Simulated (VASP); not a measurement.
# Mg (P6_3/mmc) in VASP: further runs

Mg is run at these levels: PBE; tasks: relaxation of shape and atoms at fixed volume.

Everything below comes from runs of VASP 6.6.1. Logs are shortened: lines on timing, memory, paths and dates and some standing lists are left out, and cuts for length are marked.

## (1) The cell of the first run

Symmetry: P6_3/mmc, No. 194, hexagonal system. The conventional cell has a = 2.459 Å, b = 2.459 Å, c = 3.943 Å, α = 90.00°, β = 90.00°, γ = 120.00°. Mg (site symmetry -6m2) has 12 Mg at 2.43 to 2.46 Å within 3.2 Å.

## (2) Relaxation of shape and atoms at fixed volume, PBE

File INCAR:

```
SYSTEM = Mg
PREC     = Accurate       ! precision mode
ENCUT    = 600            ! plane-wave cutoff, eV
EDIFF    = 1E-6           ! SCF threshold, eV
ISMEAR   = -1             ! smearing method
SIGMA    = 0.1            ! smearing width, eV
LREAL    = .FALSE.        ! projectors in reciprocal space
LASPH    = .TRUE.         ! aspherical terms in the spheres
NELM     = 60             ! most SCF steps
ALGO     = Normal         ! electronic algorithm
ISIF     = 4              ! what is computed and relaxed
LWAVE    = .FALSE.        ! write WAVECAR
LCHARG   = .FALSE.        ! write CHGCAR
GGA      = PE             ! functional
IBRION   = 2              ! ionic algorithm
NSW      = 50             ! ionic steps
EDIFFG   = -0.005         ! ionic threshold
```

File KPOINTS:

```
Automatic mesh
0
G
  15 15 8
  0 0 0
```

File POSCAR:

```
Mg
1.0
    2.4593776569      0.0000000000      0.0000000000
   -1.2296888285      2.1298835284      0.0000000000
    0.0000000000      0.0000000000      3.9430056823
Mg
2
Direct
    0.3333333333      0.6666666667      0.2500000000
    0.6666666667      0.3333333333      0.7500000000
```

Potentials or basis: VASP PAW PBE potentials, release 64 (Mg).

Launch:

```
$ cat potpaw_PBE.64/Mg/POTCAR > POTCAR
$ mpirun -np 1 vasp_std > vasp.out
```

OUTCAR:

```text
SYSTEM = Mg
   PREC = Accurate
   ENCUT = 600
   EDIFF = 1E-6
   ISMEAR = -1
   LREAL = .FALSE.
   LASPH = .TRUE.
   NELM = 60
   ISIF = 4
   GGA = PE
   IBRION = 2
   NSW = 50
   EDIFFG = -0.005

 ion  position               nearest neighbor table
   1  0.333  0.667  0.250-   2 2.43   2 2.43   2 2.43   2 2.43   2 2.43   2 2.43   2 3.46   2 3.46
                             2 3.46   2 3.46   2 3.46   2 3.46
   2  0.667  0.333  0.750-   1 2.43   1 2.43   1 2.43   1 2.43   1 2.43   1 2.43   1 3.46   1 3.46
                             1 3.46   1 3.46   1 3.46   1 3.46

  LATTYP: Found a hexagonal cell.
 ALAT       =     2.4593776569
 C/A-ratio  =     1.6032534374

  Lattice vectors:

 A1 = (   2.4593776569,   0.0000000000,   0.0000000000)
 A2 = (  -1.2296888285,   2.1298835284,   0.0000000000)
 A3 = (   0.0000000000,   0.0000000000,   3.9430056823)

Analysis of symmetry for initial positions (statically):
=====================================================================
 Subroutine PRICEL returns:
 Original cell was already a primitive cell.

 Routine SETGRP: Setting up the symmetry group for a
 hexagonal supercell.

 Subroutine GETGRP returns: Found 24 space group operations
 (whereof 12 operations were pure point group operations)
 out of a pool of 24 trial point group operations.

The static configuration has the point symmetry D_3d.
 The point group associated with its full space group is D_6h.

Analysis of symmetry for dynamics (positions and initial velocities):
=====================================================================
 Subroutine PRICEL returns:
 Original cell was already a primitive cell.

 Routine SETGRP: Setting up the symmetry group for a
 hexagonal supercell.

 Subroutine GETGRP returns: Found 24 space group operations
 (whereof 12 operations were pure point group operations)
 out of a pool of 24 trial point group operations.

The dynamic configuration has the point symmetry D_3d.
 The point group associated with its full space group is D_6h.

 Subroutine INISYM returns: Found 24 space group operations
 (whereof 12 operations are pure point group operations),
 and found     1 'primitive' translations

----------------------------------------------------------------------------------------

                                     Primitive cell

  volume of cell :      20.6542
[... 99 lines left out ...]
   PSTRESS=    0.0 pullay stress
   NELECT =       4.0000    total number of electrons
   NUPDOWN=      -1.0000    fix difference up-down
   EMIN   =  10.00;   EMAX   =-10.00  energy-range for DOS
   EFERMI =   0.00;   METHOD = LEGACY
   ISMEAR =    -1;   SIGMA  =   0.10  broadening in eV -4-tet -1-fermi 0-gaus
   EFERMI_NEDOS =   21; number of points for ismear=-14 and -15
   IALGO  =     38    algorithm
   IMIX   =      4    mixing-type and parameters
     AMIX     =   0.40;   BMIX     =  1.00
     AMIX_MAG =   1.60;   BMIX_MAG =  1.00
  volume/ion in A,a.u.               =      10.33        69.69
  Fermi-wavevector in a.u.,A,eV,Ry     =   0.947164  1.789881 12.206062  0.897120
  Thomas-Fermi vector in A             =   2.075232
   LORBIT       =      0    0 simple, 1 ext, 2 COOP (PROOUT), +10 PAW based schemes
   GGA     = PE    functional components
   LHFCALC =     F    Hartree Fock is set to
   AEXX    =    0.0000 exact exchange contribution
   IVDW    =     0    specifies the selected vdW correction
   LEPSILON=     F    determine dielectric tensor
   LRPA    =     F    only Hartree local field effects (RPA)
 conjugate gradient relaxation of ions
 non-spin polarized calculation
  energy-cutoff  :      600.00
  volume of cell :       20.65
 maximum number of plane-waves:       707
 NGX is ok and might be reduce to    20
   NGX =  9   NGY =  9   NGZ = 15

--------------------------------------- Ionic step        1  -------------------------------------------

 number of electron       4.0000000 magnetization

 Free energy of the ion-electron system (eV)
  ---------------------------------------------------
  ext. energy  EPLUGINS =         0.00000000
  ---------------------------------------------------
  free energy    TOTEN  =         2.55732218 eV

  energy without entropy =        2.57177331  energy(sigma->0) =        2.56454774

------------------------ aborting loop because EDIFF is reached ----------------------------------------

  FORCE on cell =-STRESS in cart. coord.  units (eV):
  Direction    XX          YY          ZZ          XY          YZ          ZX
  --------------------------------------------------------------------------------------
  -------------------------------------------------------------------------------------
  Total       17.5500345     17.5500345     18.0169546     -0.0000000      0.0000000      0.0000000
  in kB     1361.3822230   1361.3822231   1397.6019112     -0.0000000      0.0000000      0.0000000
  external PRESSURE =    1373.4554524 kB  Pullay stress =       0.0000000 kB
[... 59 lines left out ...]
--------------------------------------- Ionic step        3  -------------------------------------------

 number of electron       4.0000000 magnetization

 Free energy of the ion-electron system (eV)
  ---------------------------------------------------
  ext. energy  EPLUGINS =         0.00000000
  ---------------------------------------------------
  free energy    TOTEN  =         2.55599569 eV

  energy without entropy =        2.57097128  energy(sigma->0) =        2.56348349

 E-fermi :   8.5910     XC(G=0): -11.3885

 val. band max:        8.5894330716   @ k =   0.3333   0.1333   0.0000
 cond. band min:       8.5930013835   @ k =   0.4000   0.1333   0.3750
 fundamental gap:      0.0035683119
 Fermi energy:         8.5910294233

 k-point     1 :       0.0000    0.0000    0.0000
  band No.  band energies     occupation
      1      -2.4496      2.00000
      2       5.7098      2.00000
      3       7.3722      1.99999
      4      24.7925      0.00000
      5      24.7925      0.00000
      6      25.9423      0.00000
[... 199 lines left out ...]
 k-point    24 :       0.4000    0.2000    0.0000
  band No.  band energies     occupation
      1       5.7287      2.00000
      2       6.6018      2.00000
      3      11.0309      0.00000
      4      12.4655      0.00000
      5      13.7546      0.00000
      6      15.6166      0.00000

 [... further k-points ...]

------------------------ aborting loop because EDIFF is reached ----------------------------------------

  FORCE on cell =-STRESS in cart. coord.  units (eV):
  Direction    XX          YY          ZZ          XY          YZ          ZX
  --------------------------------------------------------------------------------------
  -------------------------------------------------------------------------------------
  Total       17.6986538     17.6986538     17.6996389     -0.0000000     -0.0000000      0.0000000
  in kB     1372.9108480   1372.9108480   1372.9872574     -0.0000001     -0.0000000      0.0000000
  external PRESSURE =    1372.9363178 kB  Pullay stress =       0.0000000 kB
[... 17 lines left out ...]
  FREE ENERGIE OF THE ION-ELECTRON SYSTEM (eV)
  ---------------------------------------------------
  free  energy   TOTEN  =         2.5559956891 eV

  energy  without entropy=        2.5709712849  energy(sigma->0) =        2.56348349

 reached required accuracy - stopping structural energy minimisation
```

CONTCAR:

```text
Mg
   1.00000000000000
     2.4524205248585633   -0.0000000000184686    0.0000000000000000
    -1.2262102624951345    2.1238584753396328    0.0000000000000000
     0.0000000000000000    0.0000000000000000    3.9654087905857613
  Mg
     2
Direct
     0.3333333332999970    0.6666666667000030    0.2500000000000000
     0.6666666667000030    0.3333333332999970    0.7500000000000000

  0.00000000E+00  0.00000000E+00  0.00000000E+00
  0.00000000E+00  0.00000000E+00  0.00000000E+00
```

It took 14 s on 1 thread of Intel Xeon 6975P-C (Granite Rapids), shared host; peak memory 0.14 GiB.

Results:

| Quantity | Value |
| --- | --- |
| Free energy | 2.5560 eV |
| Energy gained by relaxing | 0.7 meV/atom |
| Ionic steps | 3 |
| Pressure after relaxing | 137.3 GPa |
| Band gap on the k mesh | zero (bands 2 and 3 overlap by 2.40 eV) |

Step by step:
```
step  energy change (eV)  largest force (eV/Å)  pressure (GPa)  volume (Å³)
   1              0.0000                0.0000          137.35        20.65
   2             -0.0012                0.0000          137.28        20.65
   3             -0.0013                0.0000          137.29        20.65
```

Final structure:
```yaml
crystal:
  lattice:
    - [2.45242, 0.00000, 0.00000]
    - [-1.22621, 2.12386, 0.00000]
    - [0.00000, 0.00000, 3.96541]
  atoms:
    - { symbol: Mg, position: [0.33333, 0.66667, 0.25000] }
    - { symbol: Mg, position: [0.66667, 0.33333, 0.75000] }
```

## (3) Relaxation of shape and atoms at fixed volume, PBE

This run uses another cell than the first one, of 11.93 Å³/atom.

File INCAR:

```
SYSTEM = Mg
  PREC = Accurate
  ENCUT = 600
  EDIFF = 1E-7
  ISMEAR = -1
  SIGMA = 0.1
  LREAL = .False.
  LASPH = .True.
  NELM = 60
  ALGO = Normal
  ISIF = 4
  LWAVE = .False.
  LCHARG = .False.
  GGA = PE
  IBRION = 2
  NSW = 50
  EDIFFG = -0.005
```

File KPOINTS:

```
regular mesh
0
Gamma
  15 15 8
  0 0 0
```

File POSCAR:

```
Mg
1.0
    2.5808068327      0.0000000000      0.0000000000
   -1.2904034164      2.2350442793      0.0000000000
    0.0000000000      0.0000000000      4.1376874257
Mg
2
Direct
    0.3333333333      0.6666666667      0.2500000000
    0.6666666667      0.3333333333      0.7500000000
```

Potentials or basis: VASP PAW PBE potentials, release 64 (Mg).

Launch:

```
$ cat potpaw_PBE.64/Mg/POTCAR > POTCAR
$ mpirun -np 1 vasp_std > vasp.out
```

OUTCAR:

```text
SYSTEM = Mg
   PREC = Accurate
   ENCUT = 600
   EDIFF = 1E-7
   ISMEAR = -1
   LREAL = .False.
   LASPH = .True.
   NELM = 60
   ISIF = 4
   GGA = PE
   IBRION = 2
   NSW = 50
   EDIFFG = -0.005

 ion  position               nearest neighbor table
   1  0.333  0.667  0.250-   2 2.55   2 2.55   2 2.55   2 2.55   2 2.55   2 2.55   2 3.63   2 3.63
                             2 3.63   2 3.63   2 3.63   2 3.63
   2  0.667  0.333  0.750-   1 2.55   1 2.55   1 2.55   1 2.55   1 2.55   1 2.55   1 3.63   1 3.63
                             1 3.63   1 3.63   1 3.63   1 3.63

  LATTYP: Found a hexagonal cell.
 ALAT       =     2.5808068327
 C/A-ratio  =     1.6032534374

  Lattice vectors:

 A1 = (   2.5808068327,   0.0000000000,   0.0000000000)
 A2 = (  -1.2904034164,   2.2350442793,   0.0000000000)
 A3 = (   0.0000000000,   0.0000000000,   4.1376874257)

Analysis of symmetry for initial positions (statically):
=====================================================================
 Subroutine PRICEL returns:
 Original cell was already a primitive cell.

 Routine SETGRP: Setting up the symmetry group for a
 hexagonal supercell.

 Subroutine GETGRP returns: Found 24 space group operations
 (whereof 12 operations were pure point group operations)
 out of a pool of 24 trial point group operations.

The static configuration has the point symmetry D_3d.
 The point group associated with its full space group is D_6h.

Analysis of symmetry for dynamics (positions and initial velocities):
=====================================================================
 Subroutine PRICEL returns:
 Original cell was already a primitive cell.

 Routine SETGRP: Setting up the symmetry group for a
 hexagonal supercell.

 Subroutine GETGRP returns: Found 24 space group operations
 (whereof 12 operations were pure point group operations)
 out of a pool of 24 trial point group operations.

The dynamic configuration has the point symmetry D_3d.
[... 130 lines left out ...]
   LRPA    =     F    only Hartree local field effects (RPA)
 conjugate gradient relaxation of ions
 non-spin polarized calculation
  energy-cutoff  :      600.00
  volume of cell :       23.87
 maximum number of plane-waves:       808
 NGX is ok and might be reduce to    24
   NGX = 11   NGY = 11   NGZ = 17

--------------------------------------- Ionic step        1  -------------------------------------------

 number of electron       4.0000000 magnetization

 Free energy of the ion-electron system (eV)
  ---------------------------------------------------
  ext. energy  EPLUGINS =         0.00000000
  ---------------------------------------------------
  free energy    TOTEN  =         0.37318534 eV

  energy without entropy =        0.38804728  energy(sigma->0) =        0.38061631

------------------------ aborting loop because EDIFF is reached ----------------------------------------

  FORCE on cell =-STRESS in cart. coord.  units (eV):
  Direction    XX          YY          ZZ          XY          YZ          ZX
  --------------------------------------------------------------------------------------
  -------------------------------------------------------------------------------------
  Total       12.5773425     12.5773425     12.8824969     -0.0000000     -0.0000000      0.0000000
  in kB      844.3065479    844.3065478    864.7913120     -0.0000000     -0.0000000      0.0000000
  external PRESSURE =     851.1348026 kB  Pullay stress =       0.0000000 kB
[... 59 lines left out ...]
--------------------------------------- Ionic step        3  -------------------------------------------

 number of electron       4.0000000 magnetization

 Free energy of the ion-electron system (eV)
  ---------------------------------------------------
  ext. energy  EPLUGINS =         0.00000000
  ---------------------------------------------------
  free energy    TOTEN  =         0.37256121 eV

  energy without entropy =        0.38781999  energy(sigma->0) =        0.38019060

 E-fermi :   7.1869     XC(G=0): -10.7921

 val. band max:        7.1476607053   @ k =   0.3333   0.1333   0.0000
 cond. band min:       7.2071347012   @ k =   0.3333   0.3333   0.3750
 fundamental gap:      0.0594739958
 Fermi energy:         7.1869088291

 k-point     1 :       0.0000    0.0000    0.0000
  band No.  band energies     occupation
      1      -3.0285      2.00000
      2       4.5032      2.00000
      3       6.0093      1.99998
      4      22.2964      0.00000
      5      22.2964      0.00000
      6      23.4398      0.00000
[... 199 lines left out ...]
 k-point    24 :       0.4000    0.2000    0.0000
  band No.  band energies     occupation
      1       4.5379      2.00000
      2       5.2319      2.00000
      3       9.5147      0.00000
      4      11.1032      0.00000
      5      11.9074      0.00000
      6      13.5018      0.00000

 [... further k-points ...]

------------------------ aborting loop because EDIFF is reached ----------------------------------------

  FORCE on cell =-STRESS in cart. coord.  units (eV):
  Direction    XX          YY          ZZ          XY          YZ          ZX
  --------------------------------------------------------------------------------------
  -------------------------------------------------------------------------------------
  Total       12.6757857     12.6757857     12.6757413     -0.0000000      0.0000000      0.0000000
  in kB      850.9149614    850.9149613    850.9119838     -0.0000000      0.0000000      0.0000000
  external PRESSURE =     850.9139688 kB  Pullay stress =       0.0000000 kB
[... 17 lines left out ...]
  FREE ENERGIE OF THE ION-ELECTRON SYSTEM (eV)
  ---------------------------------------------------
  free  energy   TOTEN  =         0.3725612110 eV

  energy  without entropy=        0.3878199932  energy(sigma->0) =        0.38019060

 reached required accuracy - stopping structural energy minimisation
```

It took 16 s on 1 thread of Intel Xeon 6975P-C (Granite Rapids), shared host; peak memory 0.16 GiB.

What came out:

```yaml
Free_energy: 0.3726 eV
Energy_gained_by_relaxing: 0.3 meV/atom
Ionic_steps: 3
Pressure_after_relaxing: 85.1 GPa
Band_gap_on_the_k_mesh: zero (bands 2 and 3 overlap by 2.27 eV)
```

The path:
```csv
step,energy change (eV),largest force (eV/Å),pressure (GPa),volume (Å³)
1,0.0000,0.0000,85.11,23.87
2,-0.0006,0.0000,85.09,23.87
3,-0.0006,0.0000,85.09,23.87
```

Final structure:
```
Mg
1.0
     2.57553    0.00000    0.00000
    -1.28776    2.23047    0.00000
     0.00000    0.00000    4.15467
Mg
2
Cartesian
  0.0000 1.4870 1.0387
  1.2878 0.7435 3.1160
```

[end of part 1 of 2]

The gap in the log of VASP goes by the Fermi energy; the results here count the filled bands.